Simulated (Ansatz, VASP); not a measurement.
# One calculation of Hf, two programs

Contents of POSCAR:

```
Hf
1.0
    0.0000000000      2.1273904165      2.1273904165
    2.1273904165      0.0000000000      2.1273904165
    2.1273904165      2.1273904165      0.0000000000
Hf
1
Direct
    0.0000000000      0.0000000000      0.0000000000
```

INCAR.step1

```
PREC = Accurate
ENCUT = 520
EDIFF = 1E-5
ISMEAR = -1
SIGMA = 0.01
LREAL = F
LASPH = T
NELM = 80
ALGO = Normal
ISIF = 2
LWAVE = T
LCHARG = F
NBANDS = 11
GGA = PE
```

The input INCAR.step2:

```
PREC = Accurate
ENCUT = 520
EDIFF = 1E-6
ISMEAR = -1
SIGMA = 0.01
LREAL = F
LASPH = T
NELM = 80
ALGO = Normal
ISIF = 2
LWAVE = F
LCHARG = F
GGA = PE
LHFCALC = T
AEXX = 0.25
PRECFOCK = Normal
NBANDS = 11
ISTART = 1
```

File KPOINTS:

```
regular mesh
0
Gamma
  7 7 7
```

The input input.yaml:

```yaml
crystal:
  lattice:
    - [0.0, 2.1273904165, 2.1273904165]
    - [2.1273904165, 0.0, 2.1273904165]
    - [2.1273904165, 2.1273904165, 0.0]
  atoms:
    - { symbol: Hf, position: [0.0, 0.0, 0.0] }
hamiltonian:
  xc: pbe0
  pseudopotentials: { kind: paw }
kpoints:
  mp_grid: { grid: [7, 7, 7] }
scf:
  occupations: { method: fermi_dirac, width: 0.01 }
output:
  forces: true
  stress: true
  eigenvalues: true
```

Change from the starting cell: volume scaled by 0.88.

Alike in both runs: task single point; functional PBE0; k mesh 7 × 7 × 7; occupations fermi-dirac, width 0.01 eV; no spin polarisation.

|  | VASP | Ansatz |
| --- | --- | --- |
| version | VASP 6.6.1 | Ansatz 0.2.0 |
| potentials or method | VASP PAW PBE potentials, release 64 (Hf_pv) | Ansatz PAW |
| plane-wave cutoff (eV) | 520 | 420 |
| valence electrons in the cell | 10 | 26 |

|  | VASP | Ansatz | Ansatz less VASP |
| --- | --- | --- | --- |
| gap on the k mesh at the Fermi level (eV) | none | none | - |
| pressure (GPa) | 20.6 | 23.4 | +2.78 |

A gap of «none» marks a metal or a gap that the smearing closes. VASP's potentials hold 10 valence electrons a cell and Ansatz's 26, so a difference there can come from the potentials and not from the codes.

The k mesh is coarse, so the values compare programs but aren't converged. Spin-orbit coupling is off throughout.
